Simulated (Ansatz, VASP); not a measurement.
BiCl4F: VASP beside Ansatz

```xyz
6
Lattice="0.0000 3.9838 3.9838 3.9838 0.0000 3.9838 3.9838 3.9838 0.0000" Properties=species:S:1:pos:R:3 pbc="T T T"
Bi    1.9919    1.9919    1.9919
Cl    2.9846    2.9846    4.9829
Cl    2.9846    4.9829    2.9846
Cl    4.9829    2.9846    2.9846
Cl    4.9829    4.9829    4.9829
F     0.0000    0.0000    0.0000
```

Change from the starting cell: species swapped into the CaDyAl4 type (F-43m, No. 216).

Alike in both runs: task relaxation of cell and atoms; functional PBE; k mesh 8 × 8 × 8; occupations gaussian, width 0.1 eV; no spin polarisation.

```csv
,VASP,Ansatz
version,VASP 6.6.1,Ansatz 0.2.0
potentials or method,"VASP PAW PBE potentials, release 64 (Bi_d, Cl, F), cutoff 600 eV","scalar-relativistic, plane waves, PAW"
valence electrons in the cell,50,50
```

Ansatz gave:

* gap on the k mesh at the Fermi level, each at its own relaxed structure (eV): none
* relaxed volume (Å³/atom): 21.19
* relaxed cell length with the largest relative difference (Å): 5.644

Question: What did VASP give for the same quantities?

Answer: gap on the k mesh at the Fermi level, each at its own relaxed structure (eV): none; relaxed volume (Å³/atom): 21.13; relaxed cell length with the largest relative difference (Å): 5.639.

A gap of «none» marks a metal or a gap that the smearing closes.

Neither program's run includes spin-orbit coupling.
